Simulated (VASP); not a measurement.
# MnSi (P2_13) in VASP: electric field gradients with PBE

Aim: the electric field gradients of MnSi with PBE.

All numbers are computed with VASP 6.6.1; they aren't measurements. Logs are shortened: lines on timing, memory, paths and dates and some standing lists are left out, and cuts for length are marked.

## Step 1: The cell of the first run

The structure is cubic, space group P2_13 (No. 198). Conventional cell: a = 4.556 Å, b = 4.556 Å, c = 4.556 Å, α = 90.00°, β = 90.00°, γ = 90.00°. Within 3.0 Å of Mn (site symmetry 3) lie 7 Si at 2.31 to 2.53 Å and 6 Mn at 2.80 Å. Within 3.0 Å of Si (site symmetry 3) lie 7 Mn at 2.31 to 2.53 Å and 6 Si at 2.81 Å.

## Step 2: Electric field gradients, PBE, collinear spin, ferromagnetic start

Contents of INCAR:

```
SYSTEM = MnSi
ALGO = Normal
EDIFF = 1E-8
ENCUT = 520
GGA = PE
ISIF = 2
ISMEAR = -1
ISPIN = 2
LASPH = .True.
LCHARG = .False.
LEFG = .True.
LMAXMIX = 4
LORBIT = 11
LREAL = .False.
LWAVE = .False.
MAGMOM = 3 3 3 3 0 0 0 0
NBANDS = 48
NELM = 150
PREC = Accurate
SIGMA = 0.05
```

Contents of KPOINTS:

```
k-points
0
Gamma
  7 7 7
  0 0 0
```

Contents of POSCAR:

```
MnSi
1.0
    4.5561300000      0.0000000000      0.0000000000
    0.0000000000      4.5561300000      0.0000000000
    0.0000000000      0.0000000000      4.5561300000
Mn Si
4 4
Direct
    0.1383000000      0.1383000000      0.1383000000
    0.3617000000      0.8617000000      0.6383000000
    0.6383000000      0.3617000000      0.8617000000
    0.8617000000      0.6383000000      0.3617000000
    0.8461000000      0.8461000000      0.8461000000
    0.6539000000      0.1539000000      0.3461000000
    0.3461000000      0.6539000000      0.1539000000
    0.1539000000      0.3461000000      0.6539000000
```

Potentials or basis: VASP PAW PBE potentials, release 64 (Mn_pv, Si).

The run is started by

```sh
$ cat potpaw_PBE.64/Mn_pv/POTCAR potpaw_PBE.64/Si/POTCAR > POTCAR
$ mpirun -np 1 vasp_std > vasp.out
```

OUTCAR:

```text
SYSTEM = MnSi
   EDIFF = 1E-8
   ENCUT = 520
   GGA = PE
   ISIF = 2
   ISMEAR = -1
   ISPIN = 2
   LASPH = .True.
   LORBIT = 11
   LREAL = .False.
   NELM = 150
   PREC = Accurate

 ion  position               nearest neighbor table
   1  0.138  0.138  0.138-   5 2.31   6 2.40   7 2.40   8 2.40   7 2.53   8 2.53   6 2.53   3 2.80
                             4 2.80   2 2.80   2 2.80   4 2.80   3 2.80
   2  0.362  0.862  0.638-   6 2.31   5 2.40   7 2.40   8 2.40   7 2.53   8 2.53   5 2.53   1 2.80
                             1 2.80   3 2.80   3 2.80   4 2.80   4 2.80
   3  0.638  0.362  0.862-   7 2.31   6 2.40   5 2.40   8 2.40   8 2.53   6 2.53   5 2.53   1 2.80
                             4 2.80   2 2.80   2 2.80   4 2.80   1 2.80
   4  0.862  0.638  0.362-   8 2.31   6 2.40   7 2.40   5 2.40   6 2.53   5 2.53   7 2.53   1 2.80
                             3 2.80   2 2.80   1 2.80   2 2.80   3 2.80
   5  0.846  0.846  0.846-   1 2.31   2 2.40   3 2.40   4 2.40   3 2.53   4 2.53   2 2.53   6 2.81
                             7 2.81   8 2.81   6 2.81   8 2.81   7 2.81
   6  0.654  0.154  0.346-   2 2.31   1 2.40   3 2.40   4 2.40   3 2.53   4 2.53   1 2.53   8 2.81
                             5 2.81   5 2.81   7 2.81   7 2.81   8 2.81
   7  0.346  0.654  0.154-   3 2.31   2 2.40   1 2.40   4 2.40   4 2.53   2 2.53   1 2.53   8 2.81
                             5 2.81   8 2.81   6 2.81   6 2.81   5 2.81
   8  0.154  0.346  0.654-   4 2.31   2 2.40   3 2.40   1 2.40   2 2.53   1 2.53   3 2.53   7 2.81
                             5 2.81   7 2.81   5 2.81   6 2.81   6 2.81

  LATTYP: Found a simple cubic cell.
 ALAT       =     4.5561300000

  Lattice vectors:

 A1 = (   4.5561300000,   0.0000000000,   0.0000000000)
 A2 = (   0.0000000000,   4.5561300000,   0.0000000000)
 A3 = (   0.0000000000,   0.0000000000,   4.5561300000)

Analysis of symmetry for initial positions (statically):
=====================================================================
 Subroutine PRICEL returns:
 Original cell was already a primitive cell.

 Routine SETGRP: Setting up the symmetry group for a
 simple cubic supercell.

 Subroutine GETGRP returns: Found 12 space group operations
 (whereof  3 operations were pure point group operations)
 out of a pool of 48 trial point group operations.

The static configuration has the point symmetry C_3 .
 The point group associated with its full space group is T   .

Analysis of symmetry for dynamics (positions and initial velocities):
=====================================================================
 Subroutine PRICEL returns:
 Original cell was already a primitive cell.

 Routine SETGRP: Setting up the symmetry group for a
 simple cubic supercell.

 Subroutine GETGRP returns: Found 12 space group operations
 (whereof  3 operations were pure point group operations)
 out of a pool of 48 trial point group operations.

The dynamic configuration has the point symmetry C_3 .
 The point group associated with its full space group is T   .

Analysis of structural, dynamic, and magnetic symmetry:
=====================================================================
 Subroutine PRICEL returns:
 Original cell was already a primitive cell.

 Routine SETGRP: Setting up the symmetry group for a
 simple cubic supercell.

 Subroutine GETGRP returns: Found 12 space group operations
 (whereof  3 operations were pure point group operations)
 out of a pool of 48 trial point group operations.

The overall configuration has the point symmetry C_3 .
 The point group associated with its full space group is T   .

 Subroutine INISYM returns: Found 12 space group operations
 (whereof  3 operations are pure point group operations),
 and found     1 'primitive' translations

----------------------------------------------------------------------------------------

                                     Primitive cell

  volume of cell :      94.5776

  direct lattice vectors                    reciprocal lattice vectors
[... 144 lines left out ...]
  free energy    TOTEN  =       -61.39554724 eV

  energy without entropy =      -61.35794674  energy(sigma->0) =      -61.37674699

 E-fermi :  10.8336     XC(G=0): -12.6954

 val. band max:       10.8328073203   @ k =   0.2857   0.2857   0.2857
 cond. band min:      10.8419474582   @ k =   0.2857   0.2857   0.0000
 fundamental gap:      0.0091401378
 Fermi energy:        10.8336118289

 spin component 1

 k-point     1 :       0.0000    0.0000    0.0000
  band No.  band energies     occupation
      1     -37.6108      1.00000
      2     -37.6108      1.00000
      3     -37.6108      1.00000
      4     -37.5444      1.00000
      5     -37.5444      1.00000
      6     -37.5376      1.00000
[... 1165 lines left out ...]
     45      16.4474      0.00000
     46      16.5973      0.00000
 Fermi energy:        10.8336118289

 spin component 2

 k-point     1 :       0.0000    0.0000    0.0000
  band No.  band energies     occupation
      1     -36.5888      1.00000
      2     -36.5888      1.00000
      3     -36.5888      1.00000
      4     -36.5107      1.00000
      5     -36.3691      1.00000
      6     -36.3691      1.00000
[... 1165 lines left out ...]
     45      16.6892      0.00000
     46      16.7800      0.00000
 [bands above 46 left out]

------------------------ aborting loop because EDIFF is reached ----------------------------------------

  FORCE on cell =-STRESS in cart. coord.  units (eV):
  Direction    XX          YY          ZZ          XY          YZ          ZX
  --------------------------------------------------------------------------------------
  -------------------------------------------------------------------------------------
  Total       -3.2668608     -3.2668608     -3.2668608     -0.0000000      0.0000000      0.0000000
  in kB      -55.3417503    -55.3417503    -55.3417503     -0.0000000      0.0000000      0.0000000
  external PRESSURE =     -55.3417503 kB  Pullay stress =       0.0000000 kB

 VOLUME and BASIS-vectors are now :
 -----------------------------------------------------------------------------
  energy-cutoff  :      520.00
  volume of cell :       94.58
      direct lattice vectors                 reciprocal lattice vectors
     4.556130000  0.000000000  0.000000000     0.219484519  0.000000000  0.000000000
     0.000000000  4.556130000  0.000000000     0.000000000  0.219484519  0.000000000
     0.000000000  0.000000000  4.556130000     0.000000000  0.000000000  0.219484519

 POSITION                                       TOTAL-FORCE (eV/Angst)
 -----------------------------------------------------------------------------------
      0.63011      0.63011      0.63011        -0.163771     -0.163771     -0.163771
      1.64795      3.92602      2.90818         0.163771      0.163771     -0.163771
      2.90818      1.64795      3.92602        -0.163771      0.163771      0.163771
      3.92602      2.90818      1.64795         0.163771     -0.163771      0.163771
      3.85494      3.85494      3.85494        -0.060035     -0.060035     -0.060035
      2.97925      0.70119      1.57688         0.060035      0.060035     -0.060035
      1.57688      2.97925      0.70119        -0.060035      0.060035      0.060035
      0.70119      1.57688      2.97925         0.060035     -0.060035      0.060035
 -----------------------------------------------------------------------------------
    total drift:                               -0.000000     -0.000000      0.000000

  FREE ENERGIE OF THE ION-ELECTRON SYSTEM (eV)
  ---------------------------------------------------
  free  energy   TOTEN  =       -61.3955472367 eV

  energy  without entropy=      -61.3579467404  energy(sigma->0) =      -61.37674699

 Electric field gradients (V/A^2)
---------------------------------------------------------------------
 ion       V_xx      V_yy      V_zz      V_xy      V_xz      V_yz
---------------------------------------------------------------------
   1      -0.000    -0.000    -0.000     0.432     0.432     0.432
   2      -0.000    -0.000    -0.000     0.432    -0.432    -0.432
   3       0.000    -0.000    -0.000    -0.432    -0.432     0.432
   4      -0.000    -0.000    -0.000    -0.432     0.432    -0.432
   5      -0.000     0.000    -0.000   -16.603   -16.603   -16.603
   6       0.000    -0.000    -0.000   -16.603    16.603    16.603
   7      -0.000     0.000     0.000    16.603    16.603   -16.603
   8      -0.000    -0.000    -0.000    16.603   -16.603    16.603
---------------------------------------------------------------------

 Electric field gradients after diagonalization (V/A^2)
 (convention: |V_zz| > |V_xx| > |V_yy|)
----------------------------------------------------------------------
 ion       V_xx      V_yy      V_zz     asymmetry (V_yy - V_xx)/ V_zz
----------------------------------------------------------------------
   1      -0.432    -0.432     0.864       0.000
   2      -0.432    -0.432     0.864       0.000
   3      -0.432    -0.432     0.864       0.000
   4      -0.432    -0.432     0.864       0.000
   5      16.603    16.603   -33.206       0.000
   6      16.603    16.603   -33.206       0.000
   7      16.603    16.603   -33.206       0.000
   8      16.603    16.603   -33.206       0.000
----------------------------------------------------------------------

           NMR quadrupolar parameters

 Cq : quadrupolar parameter    Cq=e*Q*V_zz/h
 eta: asymmetry parameters     (V_yy - V_xx)/ V_zz
 Q  : nuclear electric quadrupole moment in mb (millibarn)
----------------------------------------------------------------------
 ion       Cq(MHz)       eta       Q (mb)
----------------------------------------------------------------------
   1       0.002       0.000       1.000
   2       0.002       0.000       1.000
   3       0.002       0.000       1.000
   4       0.002       0.000       1.000
   5      -0.080       0.000       1.000
   6      -0.080       0.000       1.000
   7      -0.080       0.000       1.000
   8      -0.080       0.000       1.000
----------------------------------------------------------------------

 total charge

# of ion       s       p       d       tot
------------------------------------------
    1        0.325   6.370   5.263  11.958
    2        0.325   6.370   5.263  11.958
    3        0.325   6.370   5.263  11.958
    4        0.325   6.370   5.263  11.958
    5        0.742   0.888   0.000   1.630
    6        0.742   0.888   0.000   1.630
    7        0.742   0.888   0.000   1.630
    8        0.742   0.888   0.000   1.630
--------------------------------------------------
tot          4.266  29.032  21.054  54.351

 magnetization (x)

# of ion       s       p       d       tot
------------------------------------------
    1        0.001   0.006   1.055   1.062
    2        0.001   0.006   1.055   1.062
    3        0.001   0.006   1.055   1.062
    4        0.001   0.006   1.055   1.062
    5       -0.014  -0.038   0.000  -0.052
    6       -0.014  -0.038   0.000  -0.052
    7       -0.014  -0.038   0.000  -0.052
    8       -0.014  -0.038   0.000  -0.052
--------------------------------------------------
tot         -0.051  -0.127   4.220   4.041
```

Wall time 9.9 min (1 thread of Intel Xeon 8259CL, shared host); peak memory 0.3 GiB.

What came out:

* Free energy: -61.3955 eV
* Pressure: -5.5 GPa
* Largest force: 0.284 eV/Å
* Band gap on the k mesh: zero (filled and empty bands overlap)
* Net moment: 3.98 μB per cell
* Site moments: Mn +1.06; Si -0.05 μB
* Largest electric field gradient by atom: Mn +0.9; Si -33.2 V/Å²
* Valence electrons inside the program's atomic spheres: Mn 11.96; Si 1.63

Forces in eV/Å, atoms in the order of the input:
```
Mn  -0.164 -0.164 -0.164
Mn   0.164  0.164 -0.164
Mn  -0.164  0.164  0.164
Mn   0.164 -0.164  0.164
Si  -0.060 -0.060 -0.060
Si   0.060  0.060 -0.060
Si  -0.060  0.060  0.060
Si   0.060 -0.060  0.060
```

Electric field gradients, principal values (V/Å²):
```
atom   least  middle  greatest (by size)
1 Mn  -0.432  -0.432               0.864
2 Mn  -0.432  -0.432               0.864
3 Mn  -0.432  -0.432               0.864
4 Mn  -0.432  -0.432               0.864
5 Si  16.603  16.603             -33.206
6 Si  16.603  16.603             -33.206
7 Si  16.603  16.603             -33.206
8 Si  16.603  16.603             -33.206
```

Caveat: the cell stands under tension; without QUAD_EFG the Cq values of the log hold for a quadrupole moment of 1 mb, not for the nuclei.
